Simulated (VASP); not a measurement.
Set up this calculation in VASP 6.6.1, as the native input.

```yaml
Task: single point
Functional: PBE
Potentials_or_basis: VASP PAW PBE potentials, release 64 (Mo_sv)
Cutoff: 520 eV
k_mesh: 22 × 22 × 22
Occupations: gaussian, width 0.15 eV
Spin: no spin polarisation
Dipole_correction: no
Further_INCAR_settings: ALGO = Fast; EDIFF = 1e-06; NBANDS = 13
```

The structure of Mo lies in POSCAR:

```
Mo
1.0
   -1.5003050000      1.5710000000      1.5710000000
    1.5003050000     -1.5710000000      1.5710000000
    1.5003050000      1.5710000000     -1.5710000000
Mo
1
Direct
    0.0000000000      0.0000000000      0.0000000000
```

This cell differs from its parent crystal: strain -0.0450 x Voigt [1, 0, 0, 0, 0, 0].

These files were run (other wordings do the same):

INCAR

```
SYSTEM = Mo
ALGO = Fast ; EDIFF = 1E-6
ENCUT = 520 ; GGA = PE
ISIF = 2 ; ISMEAR = 0
LASPH = .True. ; LCHARG = .True.
LELF = .True. ; LREAL = .False.
LVHAR = .True. ; LWAVE = .False.
NBANDS = 13 ; NELM = 60
PREC = Accurate ; SIGMA = 0.15
```

KPOINTS

```
k-points
0
Gamma
  22 22 22
  0 0 0
```

Potentials or basis: VASP PAW PBE potentials, release 64 (Mo_sv).

Command:

```sh
$ cat potpaw_PBE.64/Mo_sv/POTCAR > POTCAR
$ mpirun -np 1 vasp_std > vasp.out
```

It gave:

```json
{
 "Pressure": "19.9 GPa",
 "Band gap on the k mesh": "zero (band 7 reaches 17.73 eV, above the bottom of band 8 at 12.08 eV)"
}
```

Caveat: the cell differs from its parent crystal (strain -0.0450 x Voigt [1, 0, 0, 0, 0, 0]).

Wall time 94 s on 1 thread of Intel(R) Xeon(R) Platinum 8488C (Sapphire Rapids), on a shared host, peak memory 0.25 GiB.
